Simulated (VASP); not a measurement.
Input of a VASP 6.6.1 run:

Contents of INCAR:

```
  PREC = Accurate
  ENCUT = 520
  EDIFF = 1E-7
  ISMEAR = 0
  SIGMA = 0.15
  LREAL = F
  LASPH = T
  NELM = 100
  ALGO = Fast
  ISIF = 2
  LWAVE = F
  LCHARG = F
  GGA = PS
  NBANDS = 19
```

File KPOINTS:

```
regular mesh
0
Gamma
  18 18 10
```

Contents of POSCAR:

```
Ti
1.0
    2.9001878204      0.0000000000      0.0000000000
   -1.4500939102      2.5116363282      0.0000000000
    0.0000000000      0.0000000000      4.5908109184
Ti
2
Direct
    0.3064385235      0.6666666667      0.2175438604
    0.6935614765      0.3333333333      0.7824561396
```

Potentials or basis: VASP PAW PBE potentials, release 64 (Ti_sv).

Run with:

```console
$ cat potpaw_PBE.64/Ti_sv/POTCAR > POTCAR
$ mpirun -np 1 vasp_std > vasp.out
```

Q: What does it give for the pressure?

A: 3.9 GPa.

Q: Estimate the band gap on the k mesh.

A: Zero (bands 12 and 13 overlap by 1.08 eV).

Q: Predict the largest force.

A: 1.795 eV/Å.

Forces on the atoms (eV/Å):
```
Ti   0.135 -0.014  1.790
Ti  -0.135  0.014 -1.790
```

Caveat: the cell differs from its parent crystal (atoms displaced along a vibrational mode); the cell stands under pressure; the PAW data sets were made with another functional, which shifts forces and pressure a little.
